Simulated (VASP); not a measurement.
# Na (P6_3/mmc) in VASP: further runs, part 3 of 3

VASP 6.6.1.

**5. Electric field gradients, LDA (volume scaled by 1.04)**

The input, INCAR:

```
PREC     = Accurate       # precision mode
ENCUT    = 520            # plane-wave cutoff, eV
EDIFF    = 1E-8           # SCF threshold, eV
ISMEAR   = -1             # smearing method
SIGMA    = 0.05           # smearing width, eV
LREAL    = False          # projectors in reciprocal space
LASPH    = True           # aspherical terms in the spheres
NELM     = 60             # most SCF steps
ALGO     = Normal         # electronic algorithm
ISIF     = 2              # what is computed and relaxed
LWAVE    = False          # write WAVECAR
LCHARG   = False          # write CHGCAR
LEFG     = True         
NBANDS   = 14             # bands
```

The input, KPOINTS:

```
regular mesh
0
Gamma
  11 11 6
```

The input, POSCAR:

```
Na
1.0
    3.8165724849      0.0000000000      0.0000000000
   -1.9082862425      3.3052487273      0.0000000000
    0.0000000000      0.0000000000      6.2349829711
Na
2
Direct
    0.3333333333      0.6666666667      0.2500000000
    0.6666666667      0.3333333333      0.7500000000
```

Potentials or basis: VASP PAW LDA potentials, release 64 (Na_pv).

Launch:

```
$ cat potpaw_LDA.64/Na_pv/POTCAR > POTCAR
$ mpirun -np 1 vasp_std > vasp.out
```

OUTCAR:

```text
PREC = Accurate
   ENCUT = 520
   EDIFF = 1E-8
   ISMEAR = -1
   LREAL = False
   LASPH = True
   NELM = 60
   ISIF = 2

 ion  position               nearest neighbor table
   1  0.333  0.667  0.250-
   2  0.667  0.333  0.750-

  LATTYP: Found a hexagonal cell.
 ALAT       =     3.8165724849
 C/A-ratio  =     1.6336603054

  Lattice vectors:

 A1 = (   3.8165724849,   0.0000000000,   0.0000000000)
 A2 = (  -1.9082862425,   3.3052487273,   0.0000000000)
 A3 = (   0.0000000000,   0.0000000000,   6.2349829711)

Analysis of symmetry for initial positions (statically):
=====================================================================
 Subroutine PRICEL returns:
 Original cell was already a primitive cell.

 Routine SETGRP: Setting up the symmetry group for a
 hexagonal supercell.

 Subroutine GETGRP returns: Found 24 space group operations
 (whereof 12 operations were pure point group operations)
 out of a pool of 24 trial point group operations.

The static configuration has the point symmetry D_3d.
 The point group associated with its full space group is D_6h.

Analysis of symmetry for dynamics (positions and initial velocities):
=====================================================================
 Subroutine PRICEL returns:
 Original cell was already a primitive cell.

 Routine SETGRP: Setting up the symmetry group for a
 hexagonal supercell.

 Subroutine GETGRP returns: Found 24 space group operations
 (whereof 12 operations were pure point group operations)
 out of a pool of 24 trial point group operations.

The dynamic configuration has the point symmetry D_3d.
 The point group associated with its full space group is D_6h.

 Subroutine INISYM returns: Found 24 space group operations
 (whereof 12 operations are pure point group operations),
 and found     1 'primitive' translations

----------------------------------------------------------------------------------------

                                     Primitive cell

  volume of cell :      78.6526

  direct lattice vectors                    reciprocal lattice vectors
     3.816572485  0.000000000  0.000000000     0.262015199  0.151274546  0.000000000
    -1.908286243  3.305248727  0.000000000     0.000000000  0.302549092  0.000000000
     0.000000000  0.000000000  6.234982971     0.000000000  0.000000000  0.160385362

  length of vectors
     3.816572485  3.816572485  6.234982971     0.302549092  0.302549092  0.160385362

  position of ions in fractional coordinates (direct lattice)
     0.333333333  0.666666667  0.250000000
     0.666666667  0.333333333  0.750000000

  ion indices of the primitive-cell ions
   primitive index   ion index
                 1           1
                 2           2

----------------------------------------------------------------------------------------

 KPOINTS: regular mesh

Automatic generation of k-mesh.
 Grid dimensions read from file:
 generate k-points for:   11   11    6

[... 74 lines left out ...]
   NELECT =      14.0000    total number of electrons
   NUPDOWN=      -1.0000    fix difference up-down
   EMIN   =  10.00;   EMAX   =-10.00  energy-range for DOS
   EFERMI =   0.00;   METHOD = LEGACY
   ISMEAR =    -1;   SIGMA  =   0.05  broadening in eV -4-tet -1-fermi 0-gaus
   EFERMI_NEDOS =   21; number of points for ismear=-14 and -15
   IALGO  =     38    algorithm
   IMIX   =      4    mixing-type and parameters
     AMIX     =   0.40;   BMIX     =  1.00
     AMIX_MAG =   1.60;   BMIX_MAG =  1.00
  volume/ion in A,a.u.               =      39.33       265.39
  Fermi-wavevector in a.u.,A,eV,Ry     =   0.920902  1.740252 11.538552  0.848060
  Thomas-Fermi vector in A             =   2.046258
   LORBIT       =      0    0 simple, 1 ext, 2 COOP (PROOUT), +10 PAW based schemes
   GGA     = CA    functional components
   LHFCALC =     F    Hartree Fock is set to
   AEXX    =    0.0000 exact exchange contribution
   IVDW    =     0    specifies the selected vdW correction
   LEPSILON=     F    determine dielectric tensor
   LRPA    =     F    only Hartree local field effects (RPA)
 non-spin polarized calculation
  energy-cutoff  :      520.00
  volume of cell :       78.65
 maximum number of plane-waves:      2142
   NGX = 15   NGY = 15   NGZ = 23

 number of electron      14.0000018 magnetization

 Free energy of the ion-electron system (eV)
  ---------------------------------------------------
  ext. energy  EPLUGINS =         0.00000000
  ---------------------------------------------------
  free energy    TOTEN  =        -2.86160346 eV

  energy without entropy =       -2.85038564  energy(sigma->0) =       -2.85599455

 E-fermi :   0.0193     XC(G=0):  -6.5644

 val. band max:       -0.0064037914   @ k =   0.1818   0.0000   0.1667
 cond. band min:       0.0304431783   @ k =   0.2727   0.2727   0.1667
 fundamental gap:      0.0368469697
 Fermi energy:         0.0192726546

 k-point     1 :       0.0000    0.0000    0.0000
  band No.  band energies     occupation
      1     -25.0160      2.00000
      2     -24.9921      2.00000
      3     -24.9921      2.00000
      4     -24.9880      2.00000
      5     -24.9880      2.00000
      6     -24.9873      2.00000
      7      -3.1593      2.00000
      8       0.5774      0.00003
      9       0.8543      0.00000
     10       9.6303      0.00000
     11       9.6303      0.00000
     12       9.8510      0.00000
     13       9.8510      0.00000
     14      10.1602      0.00000
[... 377 lines left out ...]
      1     -25.0105      2.00000
      2     -25.0008      2.00000
      3     -24.9996      2.00000
      4     -24.9948      2.00000
      5     -24.9908      2.00000
      6     -24.9899      2.00000
      7      -2.2336      2.00000
      8       0.3249      0.00442
      9       2.8086      0.00000
     10       5.1099      0.00000
     11       6.2532      0.00000
     12       7.5315      0.00000
     13       8.6028      0.00000
     14       9.5558      0.00000

 [... further k-points ...]
[... 5 lines left out ...]
  --------------------------------------------------------------------------------------
  -------------------------------------------------------------------------------------
  Total       -0.5824486     -0.5824486     -0.4625869      0.0000000     -0.0000000      0.0000000
  in kB      -11.8646594    -11.8646594     -9.4230385      0.0000000     -0.0000000      0.0000000
  external PRESSURE =     -11.0507858 kB  Pullay stress =       0.0000000 kB

 VOLUME and BASIS-vectors are now :
 -----------------------------------------------------------------------------
  energy-cutoff  :      520.00
  volume of cell :       78.65
      direct lattice vectors                 reciprocal lattice vectors
     3.816572485  0.000000000  0.000000000     0.262015199  0.151274546  0.000000000
    -1.908286243  3.305248727  0.000000000     0.000000000  0.302549092  0.000000000
     0.000000000  0.000000000  6.234982971     0.000000000  0.000000000  0.160385362

 POSITION                                       TOTAL-FORCE (eV/Angst)
 -----------------------------------------------------------------------------------
     -0.00000      2.20350      1.55875        -0.000000      0.000000      0.000000
      1.90829      1.10175      4.67624         0.000000     -0.000000      0.000000
 -----------------------------------------------------------------------------------
    total drift:                                0.000000     -0.000000      0.000000

  FREE ENERGIE OF THE ION-ELECTRON SYSTEM (eV)
  ---------------------------------------------------
  free  energy   TOTEN  =        -2.8616034561 eV

  energy  without entropy=       -2.8503856351  energy(sigma->0) =       -2.85599455

 Electric field gradients (V/A^2)
---------------------------------------------------------------------
 ion       V_xx      V_yy      V_zz      V_xy      V_xz      V_yz
---------------------------------------------------------------------
   1       0.230     0.231    -0.461     0.001    -0.000    -0.000
   2       0.230     0.231    -0.461     0.001    -0.000    -0.000
---------------------------------------------------------------------

 Electric field gradients after diagonalization (V/A^2)
 (convention: |V_zz| > |V_xx| > |V_yy|)
----------------------------------------------------------------------
 ion       V_xx      V_yy      V_zz     asymmetry (V_yy - V_xx)/ V_zz
----------------------------------------------------------------------
   1       0.231     0.230    -0.461       0.004
   2       0.231     0.230    -0.461       0.004
----------------------------------------------------------------------

           NMR quadrupolar parameters

 Cq : quadrupolar parameter    Cq=e*Q*V_zz/h
 eta: asymmetry parameters     (V_yy - V_xx)/ V_zz
 Q  : nuclear electric quadrupole moment in mb (millibarn)
----------------------------------------------------------------------
 ion       Cq(MHz)       eta       Q (mb)
----------------------------------------------------------------------
   1      -0.001       0.004       1.000
   2      -0.001       0.004       1.000
----------------------------------------------------------------------
```

Wall time 15 s (1 thread of Intel Xeon 6975P-C (Granite Rapids), shared host); peak memory 0.18 GiB.

What came out:

```yaml
Free_energy: -2.8616 eV
Pressure: -1.1 GPa
Band_gap_on_the_k_mesh: zero (band 7 reaches 1.75 eV, above the bottom of band 8 at -2.17 eV)
```

Levels at points of the mesh, in eV from the Fermi level:
```csv
k point,band 4,band 5,band 6,band 7,band 8,band 9,band 10,band 11
"(0.00, 0.00, 0.00)",-25.01,-25.01,-25.01,-3.18,0.56,0.84,9.61,9.61
"(0.00, 0.00, 0.50)",-25.01,-25.01,-25.01,-2.19,-2.19,5.29,5.29,10.19
```

Electric field gradients, principal values (V/Å²):
```tsv
atom	least	middle	greatest (by size)
1 Na	0.230	0.231	-0.461
2 Na	0.230	0.231	-0.461
```

Caveat: without QUAD_EFG the Cq values of the log hold for a quadrupole moment of 1 mb, not for the nuclei.

**6. The runs side by side**

| cell | gap on the mesh (eV) | pressure (GPa) |
| --- | --- | --- |
| a = 3.767, b = 3.767, c = 6.216 Å, angles 90.0, 90.0, 120.0°, 2 atoms | none | -1.0 |
| a = 3.792, b = 3.792, c = 6.195 Å, angles 90.0, 90.0, 120.0°, 2 atoms | none | -1.0 |
| a = 3.817, b = 3.817, c = 6.235 Å, angles 90.0, 90.0, 120.0°, 2 atoms | none | -1.1 |

Alike in all rows: task electric field gradients; level LDA; potentials or basis VASP PAW LDA potentials, release 64 (Na_pv); no spin polarisation; k mesh 11 × 11 × 6; cutoff (eV) 520; smearing fermi-dirac 0.05 eV.

Absolute energies hang on the potentials; compare differences alone.
